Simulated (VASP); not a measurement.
Crystal: CoO.

```
CELL_PARAMETERS angstrom
0.00000 2.08434 2.08434
2.08434 0.00000 2.08434
2.08434 2.08434 0.00000
ATOMIC_POSITIONS crystal
Co 0.00000 0.00000 0.00000
O 0.50000 0.50000 0.50000
```

This cell differs from its parent crystal: volume scaled by 0.98.

Base run:

| Item | Value |
| --- | --- |
| Program | VASP 6.6.1 |
| Functional | LDA |
| Potentials or basis | VASP PAW LDA potentials, release 64 (Co_sv, O) |
| Cutoff | 600 eV |
| k mesh | 10 × 10 × 10 |
| Occupations | gaussian, width 0.05 eV |
| Spin | collinear spin, ferromagnetic start |
| Starting moments | [2.8, 0.31] μB |
| Hubbard terms | Co d U = 3.3 eV |

Its results: band gap on the k mesh zero (filled and empty bands overlap); pressure -7.1 GPa; net moment 3.00 μB per cell; site moments Co +2.65; O +0.28 μB.

Problem. The run is repeated on the same cell with these changes: potentials or basis from VASP PAW LDA potentials, release 64 (Co_sv, O) to VASP PAW LDA potentials, release 64 (Co, O); cutoff from 600 eV to 520 eV; further incar settings from ALGO = Normal; EDIFF = 1e-06; NBANDS = 22 to ALGO = Normal; EDIFF = 1e-06; NBANDS = 18; valence electrons from 23 to 15. What comes out?

Solution. Band gap on the k mesh zero (filled and empty bands overlap); pressure -7.5 GPa; net moment 2.99 μB per cell; site moments Co +2.69; O +0.28 μB.

Caveats: a cell with one magnetic atom can't hold antiferromagnetic order, which such compounds often take.
